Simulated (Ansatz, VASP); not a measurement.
## Two plane-wave programs on NiO

The input INCAR:

```
SYSTEM = NiO
PREC = Accurate ; ENCUT = 600
EDIFF = 1E-7 ; ISMEAR = 0
SIGMA = 0.01 ; LREAL = .False.
LASPH = .True. ; NELM = 150
ALGO = Normal ; ISIF = 3
LWAVE = .False. ; LCHARG = .False.
ISPIN = 2 ; MAGMOM = 2 -2 0 0
LORBIT = 11 ; LMAXMIX = 4
LDAU = .True. ; LDAUTYPE = 2
LDAUL = 2 -1 ; LDAUU = 4 0
LDAUJ = 0 0 ; LDAUPRINT = 1
GGA = PE ; IBRION = 2
NSW = 80 ; EDIFFG = -0.003
```

Contents of KPOINTS:

```
regular mesh
0
Gamma
  6 6 6
  0 0 0
```

The input POSCAR:

```
NiO
1.0
    2.0885000000      2.0885000000      4.1770000000
    4.1770000000      2.0885000000      2.0885000000
    2.0885000000      4.1770000000      2.0885000000
Ni O
2 2
Direct
    0.0000000000      0.0000000000      0.0000000000
    0.5000000000      0.5000000000      0.5000000000
    0.2500000000      0.2500000000      0.2500000000
    0.7500000000      0.7500000000      0.7500000000
```

Input for Ansatz:

```yaml
crystal:
  lattice:
    - [2.0885, 2.0885, 4.177]
    - [4.177, 2.0885, 2.0885]
    - [2.0885, 4.177, 2.0885]
  atoms:
    - { symbol: Ni, position: [0.0, 0.0, 0.0], spin: 2.0 }
    - { symbol: Ni, position: [0.5, 0.5, 0.5], spin: -2.0 }
    - { symbol: O, position: [0.25, 0.25, 0.25] }
    - { symbol: O, position: [0.75, 0.75, 0.75] }
magnetization:
  spin_polarized: true
scf:
  occupations: { method: fixed }
output:
  forces: true
  stress: true
  populations: true
  write_density: true
  write_potential: true
  elf: true
  volumetric_format: npy
hamiltonian:
  hubbard: { sites: [{ species: Ni, l: d, u_eff: 4.0 }] }
  xc: pbe
relax:
  f_tol: 0.003
  cell: { stress_tol: 0.02 }
kpoints:
  mp_grid: { grid: [6, 6, 6] }
```

Alike in both runs: task relaxation of cell and atoms; functional PBE; k mesh 6 × 6 × 6; collinear spin; Hubbard terms Ni d U = 4.0 eV.

|  | VASP | Ansatz |
| --- | --- | --- |
| version | VASP 6.6.1 | Ansatz 0.2.0 |
| potentials or method | VASP PAW PBE potentials, release 64 (Ni, O) | scalar-relativistic, plane waves, PAW |
| plane-wave cutoff (eV) | 600 | 420 |
| occupations | gaussian, width 0.01 eV | fixed |
| valence electrons in the cell | 32 | 48 |

|  | VASP | Ansatz | Ansatz less VASP |
| --- | --- | --- | --- |
| gap on the k mesh at the Fermi level, each at its own relaxed structure (eV) | 2.79 | 2.69 | -0.097 |
| net moment per atom (μB) | 0.00 | 0.00 | 0.000 |
| size of the moment on the site where the two differ most (μB) | 1.64 | 1.61 | -0.031 |
| relaxed volume (Å³/atom) | 9.19 | 9.47 | +0.280 |
| relaxed cell length with the largest relative difference (Å) | 5.128 | 5.177 | +0.0493 |

Site moments also hang on the region over which each program counts them. The programs project onto different local orbitals, so the same U acts differently, and such runs can settle in different states. VASP's potentials hold 32 valence electrons a cell and Ansatz's 48, so a difference there can come from the potentials and not from the codes. Ansatz's warnings: end state compared, metallic iterate.
